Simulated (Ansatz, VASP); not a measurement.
**Si: VASP beside Ansatz**

```
CELL_PARAMETERS angstrom
0.00000 5.43000 5.43000
5.43000 0.00000 5.43000
5.43000 5.43000 0.00000
ATOMIC_POSITIONS crystal
Si 0.00014 0.00014 0.99963
Si 0.12326 0.12309 0.12213
Si 0.99727 0.99719 0.50238
Si 0.12295 0.12292 0.63102
Si 0.99688 0.50333 0.99625
Si 0.12291 0.63154 0.12222
Si 0.99720 0.50295 0.50241
Si 0.12638 0.62480 0.62365
Si 0.50349 0.99671 0.99616
Si 0.63155 0.12285 0.12218
Si 0.50299 0.99715 0.50238
Si 0.62490 0.12633 0.62357
Si 0.50312 0.50307 0.99646
Si 0.62455 0.62435 0.12603
Si 0.50009 0.50002 0.49960
Si 0.62484 0.62476 0.62384
Si 0.25022 0.25017 0.24927
```

Alike in both runs: functional PBE; k mesh 2 × 2 × 2; occupations gaussian, width 0.02 eV; no spin polarisation.

Ansatz relaxed the structure, and its values are those at the end. VASP's run is a single point on that final structure, the one shown.

```csv
,VASP,Ansatz
version,VASP 6.6.1,Ansatz 0.2.0
potentials or method,"VASP PAW PBE potentials, release 64 (Si), cutoff 520 eV","scalar-relativistic, plane waves, PAW"
valence electrons in the cell,68,68
```

|  | VASP | Ansatz | Ansatz less VASP |
| --- | --- | --- | --- |
| rms of the force components (eV/Å) | 0.007 | 0.007 | -0.0005 |

The functional is the same, so the differences come from potentials, cutoffs and numerics.

The k mesh is coarse, so the values compare programs but aren't converged.
